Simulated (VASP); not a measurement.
# ZnO (P4_2/mnm) in VASP: single point with PBEsol

Aim: the single point of ZnO with PBEsol.

Everything below comes from runs of VASP 6.6.1. Logs are shortened: lines on timing, memory, paths and dates and some standing lists are left out, and cuts for length are marked.

### 1 The cell of the first run

The structure is tetragonal, space group P4_2/mnm (No. 136). Conventional cell: a = 5.513 Å, b = 5.513 Å, c = 3.242 Å, α = 90.00°, β = 90.00°, γ = 90.00°. Within 2.6 Å of Zn (site symmetry m2m) lie 4 O at 1.94 to 2.01 Å. O (site symmetry m2m) has 4 Zn at 1.94 to 2.01 Å within 2.6 Å.

### 2 Single point, PBEsol

INCAR reads:

```
  PREC = Accurate
  ENCUT = 520
  EDIFF = 1E-6
  ISMEAR = 0
  SIGMA = 0.05
  LREAL = F
  LASPH = T
  NELM = 60
  ALGO = Normal
  ISIF = 2
  LWAVE = F
  LCHARG = F
  GGA = PS
  NBANDS = 46
```

KPOINTS reads:

```
Automatic mesh
0
Gamma
  6 6 8
```

POSCAR reads:

```
ZnO
1.0
    5.5134901101      0.0000000000      0.0000000000
    0.0000000000      5.5134901101      0.0000000000
    0.0000000000      0.0000000000      3.2424998536
Zn O
4 4
Direct
    0.1820766771      0.1820766771      0.5000000000
    0.8179233229      0.8179233229      0.5000000000
    0.6820766771      0.3179233229      0.0000000000
    0.3179233229      0.6820766771      0.0000000000
    0.8179728436      0.1820271564      0.5000000000
    0.1820271564      0.8179728436      0.5000000000
    0.6820271564      0.6820271564      0.0000000000
    0.3179728436      0.3179728436      0.0000000000
```

Potentials or basis: VASP PAW PBE potentials, release 64 (Zn, O).

Started as:

```
> cat potpaw_PBE.64/Zn/POTCAR potpaw_PBE.64/O/POTCAR > POTCAR
> mpirun -np 1 vasp_std > vasp.out
```

OUTCAR:

```text
PREC = Accurate
   ENCUT = 520
   EDIFF = 1E-6
   ISMEAR = 0
   LREAL = F
   LASPH = T
   NELM = 60
   ISIF = 2
   GGA = PS

 ion  position               nearest neighbor table
   1  0.182  0.182  0.500-   8 1.94   8 1.94   5 2.01   6 2.01   2 2.84
   2  0.818  0.818  0.500-   7 1.94   7 1.94   5 2.01   6 2.01   1 2.84
   3  0.682  0.318  0.000-   5 1.94   5 1.94   8 2.01   7 2.01   4 2.84
   4  0.318  0.682  0.000-   6 1.94   6 1.94   8 2.01   7 2.01   3 2.84
   5  0.818  0.182  0.500-   3 1.94   3 1.94   1 2.01   2 2.01
   6  0.182  0.818  0.500-   4 1.94   4 1.94   1 2.01   2 2.01
   7  0.682  0.682  0.000-   2 1.94   2 1.94   4 2.01   3 2.01
   8  0.318  0.318  0.000-   1 1.94   1 1.94   4 2.01   3 2.01

  LATTYP: Found a simple tetragonal cell.
 ALAT       =     5.5134901101
 C/A-ratio  =     0.5881029600

  Lattice vectors:

 A1 = (   5.5134901101,   0.0000000000,   0.0000000000)
 A2 = (   0.0000000000,   5.5134901101,   0.0000000000)
 A3 = (   0.0000000000,   0.0000000000,   3.2424998536)

Analysis of symmetry for initial positions (statically):
=====================================================================
 Subroutine PRICEL returns:
 Original cell was already a primitive cell.

 Routine SETGRP: Setting up the symmetry group for a
 simple tetragonal supercell.

 Subroutine GETGRP returns: Found 16 space group operations
 (whereof  8 operations were pure point group operations)
 out of a pool of 16 trial point group operations.

The static configuration has the point symmetry D_2h.
 The point group associated with its full space group is D_4h.

Analysis of symmetry for dynamics (positions and initial velocities):
=====================================================================
 Subroutine PRICEL returns:
 Original cell was already a primitive cell.

 Routine SETGRP: Setting up the symmetry group for a
 simple tetragonal supercell.

 Subroutine GETGRP returns: Found 16 space group operations
 (whereof  8 operations were pure point group operations)
 out of a pool of 16 trial point group operations.

The dynamic configuration has the point symmetry D_2h.
 The point group associated with its full space group is D_4h.

 Subroutine INISYM returns: Found 16 space group operations
 (whereof  8 operations are pure point group operations),
 and found     1 'primitive' translations

----------------------------------------------------------------------------------------

                                     Primitive cell

  volume of cell :      98.5674

  direct lattice vectors                    reciprocal lattice vectors
     5.513490110  0.000000000  0.000000000     0.181373319  0.000000000  0.000000000
     0.000000000  5.513490110  0.000000000     0.000000000  0.181373319  0.000000000
     0.000000000  0.000000000  3.242499854     0.000000000  0.000000000  0.308404023

  length of vectors
     5.513490110  5.513490110  3.242499854     0.181373319  0.181373319  0.308404023

  position of ions in fractional coordinates (direct lattice)
     0.182076677  0.182076677  0.500000000
     0.817923323  0.817923323  0.500000000
     0.682076677  0.317923323  0.000000000
     0.317923323  0.682076677  0.000000000
     0.817972844  0.182027156  0.500000000
     0.182027156  0.817972844  0.500000000
     0.682027156  0.682027156  0.000000000
     0.317972844  0.317972844  0.000000000

  ion indices of the primitive-cell ions
   primitive index   ion index
                 1           1
                 2           2
                 3           3
                 4           4
                 5           5
                 6           6
                 7           7
                 8           8

----------------------------------------------------------------------------------------

 KPOINTS: Automatic mesh

Automatic generation of k-mesh.
 Grid dimensions read from file:
 generate k-points for:    6    6    8

 Generating k-lattice:

  Cartesian coordinates                     Fractional coordinates (reciprocal lattice)
     0.030228886  0.000000000  0.000000000     0.166666667  0.000000000  0.000000000
     0.000000000  0.030228886  0.000000000     0.000000000  0.166666667  0.000000000
     0.000000000  0.000000000  0.038550503     0.000000000  0.000000000  0.125000000

  Length of vectors
     0.030228886  0.030228886  0.038550503

  Shift w.r.t. Gamma in fractional coordinates (k-lattice)
     0.000000000  0.000000000  0.000000000

 Subroutine IBZKPT returns following result:
 ===========================================

 Found     50 irreducible k-points:

 Following reciprocal coordinates:
            Coordinates               Weight
  0.000000  0.000000  0.000000      1.000000
  0.166667  0.000000  0.000000      4.000000
  0.333333  0.000000  0.000000      4.000000
  0.500000  0.000000  0.000000      2.000000
  0.166667  0.166667  0.000000      4.000000
  0.333333  0.166667  0.000000      8.000000
[... 16 lines left out ...]
  0.333333  0.000000  0.250000      8.000000
  0.500000  0.000000  0.250000      4.000000
 [... further k-points ...]
   k-points           NKPTS =     50   k-points in BZ     NKDIM =     50   number of bands    NBANDS=     46
   number of dos      NEDOS =    301   number of ions     NIONS =      8
   total plane-waves  NPLWV =  42336
   dimension x,y,z NGX =    42 NGY =   42 NGZ =   24
   dimension x,y,z NGXF=    84 NGYF=   84 NGZF=   48
   ions per type =               4   4
   NGX,Y,Z   is equivalent  to a cutoff of  12.66, 12.66, 12.31 a.u.
   NGXF,Y,Z  is equivalent  to a cutoff of  25.33, 25.33, 24.61 a.u.
 SYSTEM =  unknown system
   PREC   = accura    normal or accurate (medium, high low for compatibility)
   ISTART =      0    job   : 0-new  1-cont  2-samecut
   ICHARG =      2    charge: 1-file 2-atom 10-const
   ISPIN  =      1    spin polarized calculation?
   LNONCOLLINEAR =      F non collinear calculations
   LSORBIT =      F    spin-orbit coupling
   LASPH  =      T    aspherical Exc in radial PAW
   ENCUT  =  520.0 eV  38.22 Ry    6.18 a.u.  10.25 10.25  6.03*2*pi/ulx,y,z
   NELM   =     60;   NELMIN=  2; NELMDL= -5     # of ELM steps
   EDIFF  = 0.1E-05   stopping-criterion for ELM
   LREAL  =      F    real-space projection
   EDIFFG = 0.1E-04   stopping-criterion for IOM
   NSW    =      0    number of steps for IOM
   IBRION =     -1    ionic relax: 0-MD 1-quasi-New 2-CG
   NFREE  =      0    steps in history (QN), initial steepest desc. (CG)
   ISIF   =      2    stress and relaxation
   ISYM   =      2    0-nonsym 1-usesym 2-fastsym
   POTIM  = 0.5000    time-step for ionic-motion
   TEBEG  =    0.0;   TEEND  =   0.0 temperature during run
   PSTRESS=    0.0 pullay stress
   NELECT =      72.0000    total number of electrons
   NUPDOWN=      -1.0000    fix difference up-down
   EMIN   =  10.00;   EMAX   =-10.00  energy-range for DOS
   EFERMI =   0.00;   METHOD = LEGACY
   ISMEAR =     0;   SIGMA  =   0.05  broadening in eV -4-tet -1-fermi 0-gaus
   EFERMI_NEDOS =   21; number of points for ismear=-14 and -15
   IALGO  =     38    algorithm
   IMIX   =      4    mixing-type and parameters
     AMIX     =   0.40;   BMIX     =  1.00
     AMIX_MAG =   1.60;   BMIX_MAG =  1.00
  volume/ion in A,a.u.               =      12.32        83.15
  Fermi-wavevector in a.u.,A,eV,Ry     =   1.474375  2.786165 29.576092  2.173781
  Thomas-Fermi vector in A             =   2.589154
   LORBIT       =      0    0 simple, 1 ext, 2 COOP (PROOUT), +10 PAW based schemes
   GGA     = PS    functional components
   LHFCALC =     F    Hartree Fock is set to
   AEXX    =    0.0000 exact exchange contribution
   IVDW    =     0    specifies the selected vdW correction
   LEPSILON=     F    determine dielectric tensor
   LRPA    =     F    only Hartree local field effects (RPA)
 non-spin polarized calculation
 Gauss-broadening in eV      SIGMA  =   0.05
  energy-cutoff  :      520.00
  volume of cell :       98.57
 maximum number of plane-waves:      2684
 NGX is ok and might be reduce to    42
   NGX = 21   NGY = 21   NGZ = 13

 number of electron      72.0000002 magnetization

 Free energy of the ion-electron system (eV)
  ---------------------------------------------------
  ext. energy  EPLUGINS =         0.00000000
  ---------------------------------------------------
  free energy    TOTEN  =       -38.57069344 eV

  energy without entropy =      -38.57069344  energy(sigma->0) =      -38.57069344

 E-fermi :   1.1589     XC(G=0): -10.9274

 val. band max:        0.9165713197   @ k =   0.0000   0.0000   0.0000
 cond. band min:       1.6093825813   @ k =   0.0000   0.0000   0.0000
 fundamental gap:      0.6928112617
 Fermi energy:         1.1589182848

 k-point     1 :       0.0000    0.0000    0.0000
  band No.  band energies     occupation
      1     -17.2228      2.00000
      2     -16.4794      2.00000
      3     -16.4794      2.00000
      4     -16.3897      2.00000
      5      -5.5611      2.00000
      6      -5.2750      2.00000
[... 38 lines left out ...]
     45      11.1290      0.00000
     46      13.0819      0.00000

 k-point     2 :       0.1667    0.0000    0.0000
  band No.  band energies     occupation
      1     -17.1833      2.00000
      2     -16.5687      2.00000
      3     -16.4642      2.00000
      4     -16.3573      2.00000
      5      -5.5529      2.00000
      6      -5.3021      2.00000
[... 38 lines left out ...]
     45      11.4975      0.00000
     46      13.0198      0.00000

 k-point     3 :       0.3333    0.0000    0.0000
  band No.  band energies     occupation
      1     -17.0722      2.00000
      2     -16.7310      2.00000
      3     -16.4251      2.00000
      4     -16.3499      2.00000
      5      -5.5195      2.00000
      6      -5.3717      2.00000
[... 1018 lines left out ...]
     45      10.3117      0.00000
     46      10.8448      0.00000

 k-point    24 :       0.5000    0.0000    0.2500
  band No.  band energies     occupation
      1     -16.7414      2.00000
      2     -16.7414      2.00000
      3     -16.3134      2.00000
      4     -16.3134      2.00000
      5      -5.2997      2.00000
      6      -5.2997      2.00000
[... 38 lines left out ...]
     45      10.4408      0.00000
     46      10.4408      0.00000

 [... further k-points ...]

------------------------ aborting loop because EDIFF is reached ----------------------------------------

  FORCE on cell =-STRESS in cart. coord.  units (eV):
  Direction    XX          YY          ZZ          XY          YZ          ZX
  --------------------------------------------------------------------------------------
  -------------------------------------------------------------------------------------
  Total        0.5263528      0.5263528      0.6394213      0.0000000      0.0000000      0.0000000
  in kB        8.5556760      8.5556760     10.3935637      0.0000000      0.0000000      0.0000000
  external PRESSURE =       9.1683053 kB  Pullay stress =       0.0000000 kB

 VOLUME and BASIS-vectors are now :
 -----------------------------------------------------------------------------
  energy-cutoff  :      520.00
  volume of cell :       98.57
      direct lattice vectors                 reciprocal lattice vectors
     5.513490110  0.000000000  0.000000000     0.181373319  0.000000000  0.000000000
     0.000000000  5.513490110  0.000000000     0.000000000  0.181373319  0.000000000
     0.000000000  0.000000000  3.242499854     0.000000000  0.000000000  0.308404023

 POSITION                                       TOTAL-FORCE (eV/Angst)
 -----------------------------------------------------------------------------------
      1.00388      1.00388      1.62125        -0.001875     -0.001875     -0.000000
      4.50961      4.50961      1.62125         0.001875      0.001875     -0.000000
      3.76062      1.75287      0.00000        -0.001875      0.001875     -0.000000
      1.75287      3.76062      0.00000         0.001875     -0.001875     -0.000000
      4.50989      1.00360      1.62125         0.002969     -0.002969      0.000000
      1.00360      4.50989      1.62125        -0.002969      0.002969     -0.000000
      3.76035      3.76035      0.00000        -0.002969     -0.002969      0.000000
      1.75314      1.75314      0.00000         0.002969      0.002969     -0.000000
 -----------------------------------------------------------------------------------
    total drift:                                0.000000     -0.000000      0.000000

  FREE ENERGIE OF THE ION-ELECTRON SYSTEM (eV)
  ---------------------------------------------------
  free  energy   TOTEN  =       -38.5706934397 eV

  energy  without entropy=      -38.5706934397  energy(sigma->0) =      -38.57069344
```

It used 510 s of CPU time on 1 thread of AMD EPYC 7R13 Processor (Zen 3) (shared host).

Results:

```
Free energy            : -38.5707 eV
Pressure               : 0.9 GPa
Largest force          : 0.004 eV/Å
Band gap on the k mesh : 0.69 eV, direct
```

Forces on the atoms (eV/Å):
```
Zn  -0.002 -0.002  0.000
Zn   0.002  0.002  0.000
Zn  -0.002  0.002  0.000
Zn   0.002 -0.002  0.000
O    0.003 -0.003  0.000
O   -0.003  0.003  0.000
O   -0.003 -0.003  0.000
O    0.003  0.003  0.000
```

Stress tensor (GPa, compression positive):
```
0.86 0.00 0.00
0.00 0.86 0.00
0.00 0.00 1.04
```

Levels at points of the mesh, in eV from the valence-band top:
| k point | band 34 | band 35 | band 36 | band 37 | band 38 | band 39 |
| --- | --- | --- | --- | --- | --- | --- |
| (0.00, 0.00, 0.00) | -0.20 | -0.20 | 0.00 | 0.69 | 5.20 | 5.20 |
| (0.50, 0.00, 0.00) | -0.51 | -0.43 | -0.43 | 3.13 | 3.13 | 6.01 |
| (0.50, 0.50, 0.00) | -0.88 | -0.79 | -0.79 | 4.19 | 4.19 | 4.55 |
| (0.00, 0.00, 0.50) | -1.84 | -1.35 | -1.35 | 5.78 | 5.78 | 7.84 |
| (0.50, 0.00, 0.50) | -1.61 | -1.08 | -1.08 | 5.85 | 5.85 | 6.65 |
| (0.50, 0.50, 0.50) | -1.41 | -1.37 | -1.37 | 5.36 | 5.36 | 5.85 |

Caveat: the PAW data sets were made with another functional, which shifts forces and pressure a little.
